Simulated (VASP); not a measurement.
Input of a VASP 6.6.1 run:

The input INCAR:

```
PREC     = Accurate       # precision mode
ENCUT    = 500            # plane-wave cutoff, eV
EDIFF    = 1E-6           # SCF threshold, eV
ISMEAR   = 0              # smearing method
SIGMA    = 0.01           # smearing width, eV
LREAL    = False          # projectors in reciprocal space
LASPH    = True           # aspherical terms in the spheres
NELM     = 120            # most SCF steps
ALGO     = Normal         # electronic algorithm
ISIF     = 2              # what is computed and relaxed
LWAVE    = False          # write WAVECAR
LCHARG   = False          # write CHGCAR
GGA      = PE             # functional
NBANDS   = 15             # bands
GGA_COMPAT= False
```

Contents of KPOINTS:

```
regular mesh
0
Gamma
  4 4 4
```

File POSCAR:

```
RbCl
1.0
    0.0000000000      3.3057264191      3.3057264191
    3.3057264191      0.0000000000      3.3057264191
    3.3057264191      3.3057264191      0.0000000000
Rb Cl
1 1
Direct
    0.0000000000      0.0000000000      0.0000000000
    0.5000000000      0.5000000000      0.5000000000
```

Potentials or basis: VASP PAW PBE potentials, release 64 (Rb_sv, Cl).

The run is started by

```console
$ cat potpaw_PBE.64/Rb_sv/POTCAR potpaw_PBE.64/Cl/POTCAR > POTCAR
$ mpirun -np 1 vasp_std > vasp.out
```

(1) Predict the band gap on the k mesh.

(2) Predict the pressure.

Answers

(1) 4.95 eV.

(2) 0.6 GPa.
